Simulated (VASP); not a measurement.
Set up this calculation in VASP 6.6.1, as the native input.

- Task: single point
- Functional: PBE
- Potentials or basis: VASP PAW PBE potentials, release 64 (Be, Pt)
- Cutoff: 520 eV
- k mesh: 6 × 6 × 6
- Occupations: gaussian, width 0.1 eV
- Spin: no spin polarisation
- Dipole correction: no
- Further INCAR settings: ALGO = Fast; EDIFF = 1e-06; NBANDS = 13

The structure of BePt lies in POSCAR:

```
BePt
1.0
    0.0000000000      2.2824940500      2.2824940500
    2.2824940500      0.0000000000      2.2824940500
    2.2824940500      2.2824940500      0.0000000000
Be Pt
1 1
Direct
    0.0000000000      0.0000000000      0.0000000000
    0.5000000000      0.5000000000      0.5000000000
```

The cell was built from a structure type or drawn by symmetry, and may not be a known phase.

One way to write it, as run:

INCAR

```
SYSTEM = BePt
PREC     = Accurate       ! precision mode
ENCUT    = 520            ! plane-wave cutoff, eV
EDIFF    = 1E-6           ! SCF threshold, eV
ISMEAR   = 0              ! smearing method
SIGMA    = 0.1            ! smearing width, eV
LREAL    = .False.        ! projectors in reciprocal space
LASPH    = .True.         ! aspherical terms in the spheres
NELM     = 80             ! most SCF steps
ALGO     = Fast           ! electronic algorithm
ISIF     = 2              ! what is computed and relaxed
LWAVE    = .False.        ! write WAVECAR
LCHARG   = .False.        ! write CHGCAR
GGA      = PE             ! functional
NBANDS   = 13             ! bands
```

KPOINTS

```
Automatic mesh
0
Gamma
  6 6 6
  0 0 0
```

Potentials or basis: VASP PAW PBE potentials, release 64 (Be, Pt).

Run with:

```sh
$ cat potpaw_PBE.64/Be/POTCAR potpaw_PBE.64/Pt/POTCAR > POTCAR
$ mpirun -np 1 vasp_std > vasp.out
```

Results of the run:

```json
{
  "Pressure": "12.7 GPa",
  "Band gap on the k mesh": "zero (bands 6 and 7 overlap by 0.17 eV)"
}
```

Caveat: the k points lie up to 0.40 Å⁻¹ apart; spin-orbit coupling is left out, which moves the levels of the heavy elements.

Run time: 4.1 s on 1 thread of Intel(R) Xeon(R) 6975P-C (Granite Rapids), with other jobs on the host, peak memory 0.13 GiB.
